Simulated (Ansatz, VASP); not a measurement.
RbGe4N2 in VASP and in Ansatz

```xyz
7
Lattice="3.1202 0.0000 0.0000 -1.5601 2.7022 0.0000 0.0000 0.0000 15.0367" Properties=species:S:1:pos:R:3 pbc="T T T"
Rb    0.0000    0.0000    7.5183
Ge    1.5601    0.9007    4.5559
Ge    0.0000    1.8015   10.4808
Ge    0.0000    1.8015   13.7188
Ge    1.5601    0.9007    1.3178
N     0.0000    0.0000    3.7284
N     0.0000    0.0000   11.3083
```

Change from the starting cell: species swapped into the Ta2AgS4 type (P-3m1, No. 164).

Alike in both runs: functional PBE; k mesh 6 × 6 × 2; occupations gaussian, width 0.1 eV; no spin polarisation.

Ansatz relaxed the structure, and its values are those at the end. VASP's run is a single point on that final structure, the one shown.

```csv
,VASP,Ansatz
version,VASP 6.6.1,Ansatz 0.2.0
potentials or method,"VASP PAW PBE potentials, release 64 (Rb_sv, Ge_d, N), cutoff 520 eV","scalar-relativistic, plane waves, PAW"
valence electrons in the cell,75,75
```

|  | VASP | Ansatz | Ansatz less VASP |
| --- | --- | --- | --- |
| gap on the k mesh at the Fermi level (eV) | none | none | - |
| pressure (GPa) | 0.1 | 0.1 | -0.02 |
| rms of the force components (eV/Å) | 0.008 | 0.009 | +0.0012 |

A gap of «none» marks a metal or a gap that the smearing closes. With one functional, cell and mesh, what is left measures potentials, basis and numerics.

The k mesh is coarse, so the values compare programs but aren't converged.
